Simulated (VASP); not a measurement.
Write the native input for VASP 6.6.1 that does the following.

```yaml
Task: relaxation of cell and atoms
Functional: PBE
Potentials_or_basis: VASP PAW PBE potentials, release 64 (Hf_pv)
Cutoff: 600 eV
k_mesh: 14 × 14 × 8
Occupations: fermi-dirac, width 0.08 eV
Spin: no spin polarisation
Target_pressure: 12 GPa
Dipole_correction: no
Further_INCAR_settings: ALGO = Normal; EDIFF = 1e-07; IBRION = 2; EDIFFG = -0.005; NSW = 60; ISIF = 3
```

The structure of Hf lies in POSCAR:

```
Hf
1.0
    3.0788771168      0.0000000000      0.0000000000
   -1.5394385584      2.6663857983      0.0000000000
    0.0000000000      0.0000000000      4.9877809292
Hf
2
Direct
    0.3333333333      0.6666666667      0.2500000000
    0.6666666667      0.3333333333      0.7500000000
```

These files were run (other wordings do the same):

INCAR

```
PREC = Accurate
ENCUT = 600
EDIFF = 1E-7
ISMEAR = -1
SIGMA = 0.08
LREAL = F
LASPH = T
NELM = 60
ALGO = Normal
ISIF = 3
LWAVE = F
LCHARG = F
GGA = PE
IBRION = 2
NSW = 60
EDIFFG = -0.005
PSTRESS = 120.0
```

KPOINTS

```
Automatic mesh
0
Gamma
  14 14 8
```

Potentials or basis: VASP PAW PBE potentials, release 64 (Hf_pv).

Run with:

```console
$ cat potpaw_PBE.64/Hf_pv/POTCAR > POTCAR
$ mpirun -np 1 vasp_std > vasp.out
```

Results of the run:

- Relaxed volume: 20.43 Å³/atom
- Relaxed cell: a = 3.098 Å, b = 3.098 Å, c = 4.916 Å, α = 90.00°, β = 90.00°, γ = 120.00°
- Space group after relaxing (to 0.1 Å): P6_3/mmc (No. 194)
- Energy change on relaxing (the run minimises the enthalpy): +0.5 meV/atom
- Ionic steps: 5
- Pressure after relaxing: 12.0 GPa
- Band gap on the k mesh: zero (bands 10 and 11 overlap by 1.51 eV)

Caveat: the cell is relaxed towards a set pressure, so the run minimises the enthalpy, not the energy; spin-orbit coupling is left out, which moves the levels of the heavy elements.

It took 2.3 min on 1 thread of AMD EPYC 9R45 (Zen 5) (shared host), peak memory 0.2 GiB.
